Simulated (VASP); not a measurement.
# Ge in VASP: notebook, part 2 of 2

VASP 6.6.1. Earlier steps stand in the parts before.

### Step 4. Relaxation of cell and atoms, PBE

INCAR

```
SYSTEM = Ge
  ALGO = Normal
  EDIFF = 1E-7
  EDIFFG = -0.04
  ENCUT = 600
  GGA = PE
  IBRION = 2
  ISIF = 3
  ISMEAR = 0
  LASPH = .True.
  LCHARG = .False.
  LREAL = .False.
  LWAVE = .False.
  NELM = 100
  NSW = 90
  PREC = Accurate
  SIGMA = 0.1
```

KPOINTS

```
k-points
0
Gamma
  4 4 6
  0 0 0
```

POSCAR

```
Ge
1.0
    2.9413471581     -3.7467341132      0.0000000000
    2.9413471581      3.7467341132      0.0000000000
    0.0000000000      0.0000000000      3.5221565043
Ge
4
Direct
    0.2491313930      0.2491313930      0.0000000000
    0.7508686070      0.7508686070      0.0000000000
    0.7617071132      0.2382928868      0.5000000000
    0.2382928868      0.7617071132      0.5000000000
```

Potentials or basis: VASP PAW PBE potentials, release 64 (Ge_d).

Command:

```sh
$ cat potpaw_PBE.64/Ge_d/POTCAR > POTCAR
$ mpirun -np 1 vasp_std > vasp.out
```

OUTCAR:

```text
SYSTEM = Ge
   EDIFF = 1E-7
   EDIFFG = -0.04
   ENCUT = 600
   GGA = PE
   IBRION = 2
   ISIF = 3
   ISMEAR = 0
   LASPH = .True.
   LREAL = .False.
   NELM = 100
   NSW = 90
   PREC = Accurate

 ion  position               nearest neighbor table
   1  0.249  0.249  0.000-   3 2.90   4 2.90   3 2.90   4 2.90
   2  0.751  0.751  0.000-   3 2.90   4 2.90   3 2.90   4 2.90
   3  0.762  0.238  0.500-   1 2.90   2 2.90   1 2.90   2 2.90
   4  0.238  0.762  0.500-   1 2.90   2 2.90   1 2.90   2 2.90

  LATTYP: Found a base centered orthorhombic cell.
 ALAT       =     5.8826943162
 B/A-ratio  =     1.2738156742
 C/A-ratio  =     0.5987318591

  Lattice vectors:

 A1 = (   2.9413471581,  -3.7467341132,   0.0000000000)
 A2 = (   2.9413471581,   3.7467341132,   0.0000000000)
 A3 = (   0.0000000000,   0.0000000000,   3.5221565043)

Analysis of symmetry for initial positions (statically):
=====================================================================
 Subroutine PRICEL returns:
 Original cell was already a primitive cell.

 Routine SETGRP: Setting up the symmetry group for a
 base centered orthorhombic supercell.

 Subroutine GETGRP returns: Found  8 space group operations
 (whereof  8 operations were pure point group operations)
 out of a pool of  8 trial point group operations.

The static configuration has the point symmetry D_2h.

Analysis of symmetry for dynamics (positions and initial velocities):
=====================================================================
 Subroutine PRICEL returns:
 Original cell was already a primitive cell.

 Routine SETGRP: Setting up the symmetry group for a
 base centered orthorhombic supercell.

 Subroutine GETGRP returns: Found  8 space group operations
[... 147 lines left out ...]
--------------------------------------- Ionic step        1  -------------------------------------------

 number of electron      56.0000019 magnetization

 Free energy of the ion-electron system (eV)
  ---------------------------------------------------
  ext. energy  EPLUGINS =         0.00000000
  ---------------------------------------------------
  free energy    TOTEN  =       -16.77083456 eV

  energy without entropy =      -16.75786244  energy(sigma->0) =      -16.76434850

------------------------ aborting loop because EDIFF is reached ----------------------------------------

  FORCE on cell =-STRESS in cart. coord.  units (eV):
  Direction    XX          YY          ZZ          XY          YZ          ZX
  --------------------------------------------------------------------------------------
  -------------------------------------------------------------------------------------
  Total        0.8214348     -0.1200495     -0.3003942      0.0000000      0.0000000      0.0000000
  in kB       16.9529735     -2.4776121     -6.1996085      0.0000000      0.0000000      0.0000000
  external PRESSURE =       2.7585843 kB  Pullay stress =       0.0000000 kB
[... 95 lines left out ...]
  FREE ENERGIE OF THE ION-ELECTRON SYSTEM (eV)
  ---------------------------------------------------
  free  energy   TOTEN  =       -16.7799940435 eV

  energy  without entropy=      -16.7693351397  energy(sigma->0) =      -16.77466459

[... ionic steps 4 to 22 ...]

--------------------------------------- Ionic step       23  -------------------------------------------

 number of electron      55.9999992 magnetization

------------------------ aborting loop because EDIFF is reached ----------------------------------------
[... 71 lines left out ...]
--------------------------------------- Ionic step       25  -------------------------------------------

 number of electron      55.9999992 magnetization

 Free energy of the ion-electron system (eV)
  ---------------------------------------------------
  ext. energy  EPLUGINS =         0.00000000
  ---------------------------------------------------
  free energy    TOTEN  =       -16.85662486 eV

  energy without entropy =      -16.85192001  energy(sigma->0) =      -16.85427243

 E-fermi :   6.6129     XC(G=0): -11.1528

 val. band max:        6.4186122714   @ k =   0.5000   0.0000   0.3333
 cond. band min:       6.6368139079   @ k =   0.2500   0.0000   0.3333
 fundamental gap:      0.2182016366
 Fermi energy:         6.6128744263

 k-point     1 :       0.0000    0.0000    0.0000
  band No.  band energies     occupation
      1     -18.2994      2.00000
      2     -18.2750      2.00000
      3     -18.2747      2.00000
      4     -18.2599      2.00000
      5     -18.2572      2.00000
      6     -18.2529      2.00000
[... 853 lines left out ...]
     32       7.0400      0.00000
     33      11.3667      0.00000

 [... further k-points ...]

------------------------ aborting loop because EDIFF is reached ----------------------------------------

  FORCE on cell =-STRESS in cart. coord.  units (eV):
  Direction    XX          YY          ZZ          XY          YZ          ZX
  --------------------------------------------------------------------------------------
  -------------------------------------------------------------------------------------
  Total       -0.0193886     -0.1102216     -0.0458934      0.0000000      0.0000000      0.0000000
  in kB       -0.3999177     -2.2734785     -0.9466172      0.0000000      0.0000000      0.0000000
  external PRESSURE =      -1.2066712 kB  Pullay stress =       0.0000000 kB
[... 19 lines left out ...]
  FREE ENERGIE OF THE ION-ELECTRON SYSTEM (eV)
  ---------------------------------------------------
  free  energy   TOTEN  =       -16.8566248605 eV

  energy  without entropy=      -16.8519200065  energy(sigma->0) =      -16.85427243

 reached required accuracy - stopping structural energy minimisation
```

OSZICAR:

```text
N       E                     dE             d eps       ncg     rms          rms(c)
DAV:   1     0.476141578688E+03    0.47614E+03   -0.30730E+04  2178   0.528E+03
DAV:   2     0.631926859564E+02   -0.41295E+03   -0.40723E+03  1848   0.858E+02
DAV:   3    -0.125609277385E+02   -0.75754E+02   -0.74804E+02  2071   0.219E+02
[... 282 lines left out ...]
DAV:   4    -0.168566273867E+02   -0.33278E-04   -0.60864E-04  1963   0.420E-01    0.137E-02
DAV:   5    -0.168566242482E+02    0.31385E-05   -0.52187E-05  2190   0.270E-01    0.673E-03
DAV:   6    -0.168566244997E+02   -0.25146E-06   -0.13507E-05  1986   0.120E-01    0.216E-03
DAV:   7    -0.168566249004E+02   -0.40071E-06   -0.45112E-06  2128   0.270E-02    0.174E-03
DAV:   8    -0.168566248605E+02    0.39843E-07   -0.13936E-07  1043   0.214E-02
  25 F= -.16856625E+02 E0= -.16854272E+02  d E =-.282171E-03
```

Wall time 11 min (1 thread of Intel Xeon 6975P-C (Granite Rapids), shared host); peak memory 0.25 GiB.

What came out:

- Free energy: -16.8566 eV
- Relaxed volume: 19.42 Å³/atom
- Relaxed cell: a = 4.920 Å, b = 4.920 Å, c = 3.294 Å, α = 90.00°, β = 90.00°, γ = 103.06°
- Space group after relaxing (to 0.1 Å): Immm (No. 71)
- Energy gained by relaxing: 21.4 meV/atom
- Ionic steps: 25
- Pressure after relaxing: -0.1 GPa
- Largest force after relaxing: 0.023 eV/Å
- Band gap on the k mesh: zero (bands 28 and 29 overlap by 2.94 eV)

Forces on the atoms (eV/Å):
```
Ge  -0.017  0.000  0.000
Ge   0.017  0.000  0.000
Ge   0.000  0.023  0.000
Ge   0.000 -0.023  0.000
```

Stress tensor (GPa, compression positive):
```
-0.04  0.00  0.00
 0.00 -0.23  0.00
 0.00  0.00 -0.09
```

Step by step:
```csv
step,energy change (eV),largest force (eV/Å),pressure (GPa),volume (Å³)
1,0.0000,0.1154,0.28,77.63
2,-0.0079,0.1039,-0.23,78.00
3,-0.0092,0.1042,-0.49,78.21
4,-0.0155,0.0898,-0.03,77.66
5,-0.0298,0.0384,1.59,76.00
6,0.0205,0.3673,5.21,72.66
7,-0.0306,0.0655,1.87,75.74
8,-0.0318,0.0757,1.90,75.70
9,-0.0352,0.1048,2.08,75.58
10,-0.0441,0.1651,2.26,75.33
11,-0.0454,0.2731,2.78,74.82
12,-0.0494,0.2276,2.55,75.06
13,-0.0553,0.2298,2.25,75.31
14,-0.0655,0.2289,1.50,76.07
15,-0.0535,0.1991,0.19,77.58
16,-0.0668,0.2257,1.05,76.45
17,-0.0697,0.2157,0.96,76.65
18,-0.0759,0.1841,0.34,77.24
19,-0.0773,0.1203,-0.71,78.44
20,-0.0784,0.1460,-0.32,77.96
21,-0.0802,0.1292,-0.24,77.91
22,-0.0841,0.0769,-0.12,77.75
23,-0.0842,0.0566,0.14,77.42
24,-0.0855,0.0238,0.08,77.58
25,-0.0858,0.0226,-0.12,77.68
```

Final structure:
```
CELL_PARAMETERS angstrom
3.06098 -3.85204 0.00000
3.06098 3.85204 0.00000
0.00000 0.00000 3.29386
ATOMIC_POSITIONS crystal
Ge 0.25385 0.25385 0.00000
Ge 0.74615 0.74615 0.00000
Ge 0.75461 0.24539 0.50000
Ge 0.24539 0.75461 0.50000
```

Levels at points of the mesh, in eV from the Fermi level:
| k point | band 26 | band 27 | band 28 | band 29 | band 30 | band 31 |
| --- | --- | --- | --- | --- | --- | --- |
| (0.00, 0.00, 0.00) | -4.12 | -2.94 | 0.10 | 2.00 | 4.23 | 4.74 |
| (0.50, 0.00, 0.00) | -3.01 | 1.63 | 1.64 | 1.71 | 1.73 | 2.19 |
| (0.50, 0.50, 0.00) | 0.61 | 1.11 | 1.11 | 2.66 | 2.67 | 3.43 |
| (0.00, 0.00, 0.50) | -2.42 | -1.83 | -1.82 | -1.05 | -1.04 | 0.59 |
| (0.50, 0.00, 0.50) | -2.60 | -2.56 | -2.54 | 0.31 | 0.33 | 0.42 |
| (0.50, 0.50, 0.50) | -5.55 | -4.77 | -4.77 | 2.88 | 2.89 | 4.06 |

### Step 5. Overview

| task | cell | k mesh | cutoff (eV) | gap on the mesh (eV) | pressure (GPa) | largest force (eV/Å) |
| --- | --- | --- | --- | --- | --- | --- |
| single point | a = 4.763, b = 4.763, c = 3.522 Å, angles 90.0, 90.0, 103.7°, 4 atoms, atomic positions A | 4 × 4 × 4 | 520 | none | 0.2 | 0.01 |
| single point | a = 4.910, b = 4.910, c = 3.292 Å, angles 90.0, 90.0, 102.7°, 4 atoms, atomic positions B | 4 × 4 × 6 | 520 | none | -0.1 | 0.01 |
| relaxation of cell and atoms | relaxed from a = 4.763, b = 4.763, c = 3.522 Å, angles 90.0, 90.0, 103.7°, 4 atoms, atomic positions C | 4 × 4 × 6 | 600 | none | -0.1 | 0.02 |

Alike in all rows: level PBE; potentials or basis VASP PAW PBE potentials, release 64 (Ge_d); no spin polarisation; smearing gaussian 0.1 eV.

Caveats: some runs use coarse meshes.

Total energies depend on the potentials used, so only differences within one code and one set of settings carry meaning.

The gap in the log of VASP goes by the Fermi energy; the results here count the filled bands.